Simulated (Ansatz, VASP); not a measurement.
**AlN: VASP beside Ansatz**

```xyz
4
Lattice="3.0332 0.0000 0.0000 -1.5166 2.6269 0.0000 0.0000 0.0000 4.8536" Properties=species:S:1:pos:R:3 pbc="T T T"
Al    0.0000    1.7512    0.0000
Al    1.5166    0.8756    2.4268
N     0.0000    1.7512    1.8686
N     1.5166    0.8756    4.2954
```

Change from the starting cell: strain -0.025 along x and y, -0.025 along z, atoms carried along.

Alike in both runs: task single point; functional r2SCAN; k mesh 12 × 12 × 6; occupations gaussian, width 0.05 eV; no spin polarisation.

|  | VASP | Ansatz |
| --- | --- | --- |
| version | VASP 6.6.1 | Ansatz 0.2.0 |
| potentials or method | VASP PAW PBE potentials, release 64 (Al, N), cutoff 520 eV | scalar-relativistic, plane waves, PAW |
| valence electrons in the cell | 16 | 16 |

Ansatz gave:

- gap on the k mesh at the Fermi level (eV): 5.51
- least direct gap on the mesh (eV): 5.51
- pressure (GPa): 17.7
- traceless stress, the component that is largest in VASP (GPa): -2.56
- rms of the force components (eV/Å): 0.113

**Question.** What did VASP give for the same quantities?

**Answer.** gap on the k mesh at the Fermi level (eV): 5.56; least direct gap on the mesh (eV): 5.56; pressure (GPa): 17.4; traceless stress, the component that is largest in VASP (GPa): -2.59; rms of the force components (eV/Å): 0.114.

VASP's potentials were made for PBE, not for r2SCAN. Atom by atom the forces differ by 0.001 eV/Å (rms over components). With one functional, cell and mesh, what is left measures potentials, basis and numerics.
